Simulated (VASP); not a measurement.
Set up this calculation in VASP 6.6.1, as the native input.

* Task: single point
* Functional: LDA
* Potentials or basis: VASP PAW LDA potentials, release 64 (Mn_pv, O)
* Cutoff: 520 eV
* k mesh: 6 × 6 × 4
* Occupations: gaussian, width 0.05 eV
* Spin: collinear spin, antiferromagnetic start
* Starting moments: [4.1, -4.1, -0.09, 0.09] μB
* Hubbard terms: Mn d U = 1.0 eV
* Dipole correction: no
* Further INCAR settings: ALGO = Normal; EDIFF = 1e-06; NBANDS = 31

The structure of MnO lies in POSCAR:

```
MnO
1.0
    3.3717001900      0.0000000000      0.0000000000
   -1.6858500900      2.9199780200      0.0000000000
    0.0000000000      0.0000000000      5.3854988200
Mn O
2 2
Direct
    0.3333333333      0.6666666667      0.0109600000
    0.6666666667      0.3333333333      0.5109600000
    0.3333333333      0.6666666667      0.3754700000
    0.6666666667      0.3333333333      0.8754700000
```

One way to write it, as run:

INCAR

```
SYSTEM = MnO
PREC = Accurate
ENCUT = 520
EDIFF = 1E-6
ISMEAR = 0
SIGMA = 0.05
LREAL = .False.
LASPH = .True.
NELM = 150
ALGO = Normal
ISIF = 2
LWAVE = .False.
LCHARG = .True.
ISPIN = 2
MAGMOM = 4.1 -4.1 -0.09 0.09
LORBIT = 11
LMAXMIX = 4
LDAU = .True.
LDAUTYPE = 2
LDAUL = 2 -1
LDAUU = 1 0
LDAUJ = 0 0
LDAUPRINT = 1
LELF = .True.
LVHAR = .True.
NBANDS = 31
```

KPOINTS

```
Automatic mesh
0
Gamma
  6 6 4
  0 0 0
```

Potentials or basis: VASP PAW LDA potentials, release 64 (Mn_pv, O).

Launch:

```console
$ cat potpaw_LDA.64/Mn_pv/POTCAR potpaw_LDA.64/O/POTCAR > POTCAR
$ mpirun -np 1 vasp_std > vasp.out
```

Results of the run:

```yaml
Pressure: -8.8 GPa
Largest_force: 0.095 eV/Å
Band_gap_on_the_k_mesh: zero (filled and empty bands overlap)
Net_moment: 0.00 μB per cell
Site_moments: Mn +4.25, -4.25; O -0.08, +0.08 μB
Valence_electrons_inside_the_program's_atomic_spheres: Mn 11.46; O 4.97
```

Run time: 60 s on 1 thread of Intel(R) Xeon(R) Platinum 8375C CPU @ 2.90GHz (Ice Lake), with other jobs on the host, peak memory 0.18 GiB.
